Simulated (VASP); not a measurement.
# In4Sb3As (P-43m) in VASP: a series of runs

Runs on In4Sb3As. Level: PBE. Tasks: single point.

All numbers are computed with VASP 6.6.1; they aren't measurements. Logs are shortened: lines on timing, memory, paths and dates and some standing lists are left out, and cuts for length are marked.

## (1) The cell of the first run

It takes space group P-43m (No. 215, cubic). Conventional cell: a = 6.512 Å, b = 6.512 Å, c = 6.512 Å, α = 90.00°, β = 90.00°, γ = 90.00°. Within 3.6 Å of In (site symmetry 3m) lie 1 As at 2.73 Å and 3 Sb at 2.85 Å. Sb (site symmetry -42m) has 4 In at 2.85 Å within 3.8 Å. Within 3.6 Å of As (site symmetry -43m) lie 4 In at 2.73 Å.

## (2) Single point, PBE

File INCAR:

```
SYSTEM = In4Sb3As
  PREC = Accurate
  ENCUT = 520
  EDIFF = 1E-7
  ISMEAR = 0
  SIGMA = 0.1
  LREAL = .False.
  LASPH = .True.
  NELM = 100
  ALGO = Normal
  ISIF = 2
  LWAVE = .False.
  LCHARG = .True.
  GGA = PE
  LELF = .True.
  LVHAR = .True.
  NBANDS = 46
```

File KPOINTS:

```
regular mesh
0
Gamma
  4 4 4
  0 0 0
```

File POSCAR:

```
In4Sb3As
1.0
    6.5117044116      0.0000000000      0.0000000000
    0.0000000000      6.5117044116      0.0000000000
    0.0000000000      0.0000000000      6.5117044116
In Sb As
4 3 1
Direct
    0.2418202986      0.7581797014      0.2418202986
    0.2418202986      0.2418202986      0.7581797014
    0.7581797014      0.7581797014      0.7581797014
    0.7581797014      0.2418202986      0.2418202986
    0.0000000000      0.5000000000      0.5000000000
    0.5000000000      0.5000000000      0.0000000000
    0.5000000000      0.0000000000      0.5000000000
    0.0000000000      0.0000000000      0.0000000000
```

Potentials or basis: VASP PAW PBE potentials, release 64 (In_d, Sb, As).

Command:

```bash
cat potpaw_PBE.64/In_d/POTCAR potpaw_PBE.64/Sb/POTCAR potpaw_PBE.64/As/POTCAR > POTCAR
mpirun -np 1 vasp_std > vasp.out
```

OUTCAR:

```text
SYSTEM = In4Sb3As
   PREC = Accurate
   ENCUT = 520
   EDIFF = 1E-7
   ISMEAR = 0
   LREAL = .False.
   LASPH = .True.
   NELM = 100
   ISIF = 2
   GGA = PE

 ion  position               nearest neighbor table
   1  0.242  0.758  0.242-   8 2.73   6 2.85   7 2.85   5 2.85
   2  0.242  0.242  0.758-   8 2.73   6 2.85   7 2.85   5 2.85
   3  0.758  0.758  0.758-   8 2.73   6 2.85   7 2.85   5 2.85
   4  0.758  0.242  0.242-   8 2.73   6 2.85   7 2.85   5 2.85
   5  0.000  0.500  0.500-   1 2.85   2 2.85   3 2.85   4 2.85
   6  0.500  0.500  0.000-   1 2.85   2 2.85   3 2.85   4 2.85
   7  0.500  0.000  0.500-   1 2.85   2 2.85   3 2.85   4 2.85
   8  0.000  0.000  0.000-   1 2.73   2 2.73   3 2.73   4 2.73

  LATTYP: Found a simple cubic cell.
 ALAT       =     6.5117044116

  Lattice vectors:

 A1 = (   6.5117044116,   0.0000000000,   0.0000000000)
 A2 = (   0.0000000000,   6.5117044116,   0.0000000000)
 A3 = (   0.0000000000,   0.0000000000,   6.5117044116)

Analysis of symmetry for initial positions (statically):
=====================================================================
 Subroutine PRICEL returns:
 Original cell was already a primitive cell.

 Routine SETGRP: Setting up the symmetry group for a
 simple cubic supercell.

 Subroutine GETGRP returns: Found 24 space group operations
 (whereof 24 operations were pure point group operations)
 out of a pool of 48 trial point group operations.

The static configuration has the point symmetry T_d .

Analysis of symmetry for dynamics (positions and initial velocities):
=====================================================================
 Subroutine PRICEL returns:
 Original cell was already a primitive cell.

 Routine SETGRP: Setting up the symmetry group for a
 simple cubic supercell.

 Subroutine GETGRP returns: Found 24 space group operations
 (whereof 24 operations were pure point group operations)
 out of a pool of 48 trial point group operations.

The dynamic configuration has the point symmetry T_d .

 Subroutine INISYM returns: Found 24 space group operations
 (whereof 24 operations are pure point group operations),
 and found     1 'primitive' translations

----------------------------------------------------------------------------------------

                                     Primitive cell

  volume of cell :     276.1112

  direct lattice vectors                    reciprocal lattice vectors
     6.511704412  0.000000000  0.000000000     0.153569624  0.000000000  0.000000000
[... 89 lines left out ...]
   ISIF   =      2    stress and relaxation
   ISYM   =      2    0-nonsym 1-usesym 2-fastsym
   POTIM  = 0.5000    time-step for ionic-motion
   TEBEG  =    0.0;   TEEND  =   0.0 temperature during run
   PSTRESS=    0.0 pullay stress
   NELECT =      72.0000    total number of electrons
   NUPDOWN=      -1.0000    fix difference up-down
   EMIN   =  10.00;   EMAX   =-10.00  energy-range for DOS
   EFERMI =   0.00;   METHOD = LEGACY
   ISMEAR =     0;   SIGMA  =   0.10  broadening in eV -4-tet -1-fermi 0-gaus
   EFERMI_NEDOS =   21; number of points for ismear=-14 and -15
   IALGO  =     38    algorithm
   IMIX   =      4    mixing-type and parameters
     AMIX     =   0.40;   BMIX     =  1.00
     AMIX_MAG =   1.60;   BMIX_MAG =  1.00
  volume/ion in A,a.u.               =      34.51       232.91
  Fermi-wavevector in a.u.,A,eV,Ry     =   1.045902  1.976468 14.883562  1.093911
  Thomas-Fermi vector in A             =   2.180717
   LORBIT       =      0    0 simple, 1 ext, 2 COOP (PROOUT), +10 PAW based schemes
   GGA     = PE    functional components
   LHFCALC =     F    Hartree Fock is set to
   AEXX    =    0.0000 exact exchange contribution
   IVDW    =     0    specifies the selected vdW correction
   LEPSILON=     F    determine dielectric tensor
   LRPA    =     F    only Hartree local field effects (RPA)
 non-spin polarized calculation
 Gauss-broadening in eV      SIGMA  =   0.10
  energy-cutoff  :      520.00
  volume of cell :      276.11
 maximum number of plane-waves:      7472
   NGX = 25   NGY = 25   NGZ = 25

 number of electron      71.9999991 magnetization

 Free energy of the ion-electron system (eV)
  ---------------------------------------------------
  ext. energy  EPLUGINS =         0.00000000
  ---------------------------------------------------
  free energy    TOTEN  =       -28.44403727 eV

  energy without entropy =      -28.44045249  energy(sigma->0) =      -28.44224488

 E-fermi :   4.3590     XC(G=0):  -8.5093

 val. band max:        4.3569513048   @ k =   0.5000   0.5000   0.5000
 cond. band min:       4.3591801965   @ k =   0.0000   0.0000   0.0000
 fundamental gap:      0.0022288917
 Fermi energy:         4.3589618318

 k-point     1 :       0.0000    0.0000    0.0000
  band No.  band energies     occupation
      1     -10.1976      2.00000
      2     -10.1736      2.00000
      3     -10.1736      2.00000
      4     -10.1030      2.00000
      5     -10.1030      2.00000
      6     -10.1030      2.00000
[... 479 lines left out ...]
     45       8.3701      0.00000
     46       8.3809      0.00000

------------------------ aborting loop because EDIFF is reached ----------------------------------------

  FORCE on cell =-STRESS in cart. coord.  units (eV):
  Direction    XX          YY          ZZ          XY          YZ          ZX
  --------------------------------------------------------------------------------------
  -------------------------------------------------------------------------------------
  Total        0.4481772      0.4481772      0.4481772      0.0000000      0.0000000      0.0000000
  in kB        2.6006165      2.6006165      2.6006165      0.0000000      0.0000000      0.0000000
  external PRESSURE =       2.6006165 kB  Pullay stress =       0.0000000 kB

 VOLUME and BASIS-vectors are now :
 -----------------------------------------------------------------------------
  energy-cutoff  :      520.00
  volume of cell :      276.11
      direct lattice vectors                 reciprocal lattice vectors
     6.511704412  0.000000000  0.000000000     0.153569624  0.000000000  0.000000000
     0.000000000  6.511704412  0.000000000     0.000000000  0.153569624  0.000000000
     0.000000000  0.000000000  6.511704412     0.000000000  0.000000000  0.153569624

 POSITION                                       TOTAL-FORCE (eV/Angst)
 -----------------------------------------------------------------------------------
      1.57466      4.93704      1.57466        -0.014501      0.014501     -0.014501
      1.57466      1.57466      4.93704        -0.014501     -0.014501      0.014501
      4.93704      4.93704      4.93704         0.014501      0.014501      0.014501
      4.93704      1.57466      1.57466         0.014501     -0.014501     -0.014501
      0.00000      3.25585      3.25585        -0.000000      0.000000     -0.000000
      3.25585      3.25585      0.00000        -0.000000      0.000000     -0.000000
      3.25585      0.00000      3.25585        -0.000000      0.000000     -0.000000
      0.00000      0.00000      0.00000        -0.000000      0.000000     -0.000000
 -----------------------------------------------------------------------------------
    total drift:                               -0.000000     -0.000000     -0.000000

  FREE ENERGIE OF THE ION-ELECTRON SYSTEM (eV)
  ---------------------------------------------------
  free  energy   TOTEN  =       -28.4440372656 eV

  energy  without entropy=      -28.4404524890  energy(sigma->0) =      -28.44224488
```

OSZICAR:

```text
N       E                     dE             d eps       ncg     rms          rms(c)
DAV:   1     0.651028852801E+03    0.65103E+03   -0.30962E+04   920   0.161E+03
DAV:   2     0.492459655647E+02   -0.60178E+03   -0.58761E+03   928   0.414E+02
DAV:   3    -0.247870003077E+02   -0.74033E+02   -0.72225E+02  1080   0.165E+02
DAV:   4    -0.288190685075E+02   -0.40321E+01   -0.40051E+01  1094   0.392E+01
DAV:   5    -0.289913410708E+02   -0.17227E+00   -0.17222E+00  1260   0.791E+00    0.801E+00
DAV:   6    -0.284733745262E+02    0.51797E+00   -0.99542E-01  1260   0.884E+00    0.459E+00
DAV:   7    -0.284416680420E+02    0.31706E-01   -0.55967E-01  1324   0.360E+00    0.121E+00
DAV:   8    -0.284406634848E+02    0.10046E-02   -0.63221E-02  1216   0.209E+00    0.572E-01
DAV:   9    -0.284427290807E+02   -0.20656E-02   -0.99654E-03  1154   0.732E-01    0.278E-01
DAV:  10    -0.284437651207E+02   -0.10360E-02   -0.18017E-03  1088   0.172E-01    0.140E-01
DAV:  11    -0.284440170804E+02   -0.25196E-03   -0.38565E-04  1046   0.121E-01    0.255E-02
DAV:  12    -0.284440262677E+02   -0.91873E-05   -0.76789E-05  1322   0.545E-02    0.300E-02
DAV:  13    -0.284440336426E+02   -0.73749E-05   -0.15031E-05  1102   0.159E-02    0.127E-02
DAV:  14    -0.284440371192E+02   -0.34766E-05   -0.33981E-06  1126   0.125E-02    0.716E-03
DAV:  15    -0.284440373085E+02   -0.18929E-06   -0.20941E-06   896   0.606E-03    0.188E-03
DAV:  16    -0.284440372656E+02    0.42823E-07   -0.15667E-07   880   0.230E-03
   1 F= -.28444037E+02 E0= -.28442245E+02  d E =-.358478E-02
```

Run time: 2.6 min. Hardware: 1 thread of Intel Xeon Platinum 8259CL at 2.50GHz (Skylake/Cascade Lake), shared host; peak memory 0.39 GiB.

What came out:

```yaml
Free_energy: -28.4440 eV
Pressure: 0.3 GPa
Largest_force: 0.025 eV/Å
Band_gap_on_the_k_mesh: zero (filled and empty bands overlap)
```

Forces in eV/Å, atoms in the order of the input:
```
In  -0.015  0.015 -0.015
In  -0.015 -0.015  0.015
In   0.015  0.015  0.015
In   0.015 -0.015 -0.015
Sb   0.000  0.000  0.000
Sb   0.000  0.000  0.000
Sb   0.000  0.000  0.000
As   0.000  0.000  0.000
```

Caveat: semilocal functionals underestimate gaps, and a narrow one can read as zero; spin-orbit coupling is left out, which moves the levels of the heavy elements.

## (3) Single point, PBE

This run uses another cell than the first one, of 34.74 Å³/atom.

File INCAR:

```
SYSTEM = In4Sb3As
PREC     = Accurate       ! precision mode
ENCUT    = 520            ! plane-wave cutoff, eV
EDIFF    = 1E-6           ! SCF threshold, eV
ISMEAR   = 0              ! smearing method
SIGMA    = 0.2            ! smearing width, eV
LREAL    = .False.        ! projectors in reciprocal space
LASPH    = .True.         ! aspherical terms in the spheres
NELM     = 80             ! most SCF steps
ALGO     = Normal         ! electronic algorithm
ISIF     = 2              ! what is computed and relaxed
LWAVE    = .False.        ! write WAVECAR
LCHARG   = .False.        ! write CHGCAR
GGA      = PE             ! functional
NBANDS   = 46             ! bands
```

KPOINTS is that of step 2.

File POSCAR:

```
In4Sb3As
1.0
    6.5261801935      0.0000000000      0.0000000000
    0.0000000000      6.5261801935      0.0000000000
    0.0000000000      0.0000000000      6.5261801935
In Sb As
4 3 1
Direct
    0.2416652626      0.7583347374      0.2416652626
    0.2416652626      0.2416652626      0.7583347374
    0.7583347374      0.7583347374      0.7583347374
    0.7583347374      0.2416652626      0.2416652626
    1.0000000000      0.5000000000      0.5000000000
    0.5000000000      0.5000000000      0.0000000000
    0.5000000000      0.0000000000      0.5000000000
    0.0000000000      0.0000000000      0.0000000000
```

Potentials or basis: VASP PAW PBE potentials, release 64 (In_d, Sb, As).

Command:

```bash
cat potpaw_PBE.64/In_d/POTCAR potpaw_PBE.64/Sb/POTCAR potpaw_PBE.64/As/POTCAR > POTCAR
mpirun -np 1 vasp_std > vasp.out
```

It took 2.8 min on 1 thread of Intel Xeon Platinum 8259CL at 2.50GHz (Skylake/Cascade Lake), shared host; peak memory 0.41 GiB.

The run converged. Its results:

```
Free energy            : -28.4504 eV
Pressure               : 0.0 GPa
Largest force          : 0.009 eV/Å
Band gap on the k mesh : zero (bands 36 and 37 overlap by 0.01 eV)
```

Forces on the atoms (eV/Å):
```
In  -0.005  0.005 -0.005
In  -0.005 -0.005  0.005
In   0.005  0.005  0.005
In   0.005 -0.005 -0.005
Sb   0.000  0.000  0.000
Sb   0.000  0.000  0.000
Sb   0.000  0.000  0.000
As   0.000  0.000  0.000
```

Levels at points of the mesh, in eV from the Fermi level:
```tsv
k point	band 33	band 34	band 35	band 36	band 37	band 38	band 39	band 40
(0.00, 0.00, 0.00)	-2.04	-0.71	-0.03	-0.03	-0.03	1.39	1.39	1.44
(0.50, 0.00, 0.00)	-1.48	-1.48	-1.17	-1.17	1.58	1.77	2.21	2.45
(0.50, 0.50, 0.00)	-1.17	-1.17	-0.92	-0.74	1.64	1.85	2.13	2.13
(0.50, 0.50, 0.50)	-0.86	-0.86	-0.70	-0.70	-0.04	0.60	0.60	0.60
```

Caveat: semilocal functionals underestimate gaps, and a narrow one can read as zero; spin-orbit coupling is left out, which moves the levels of the heavy elements.

The gap in the log of VASP goes by the Fermi energy; the results here count the filled bands.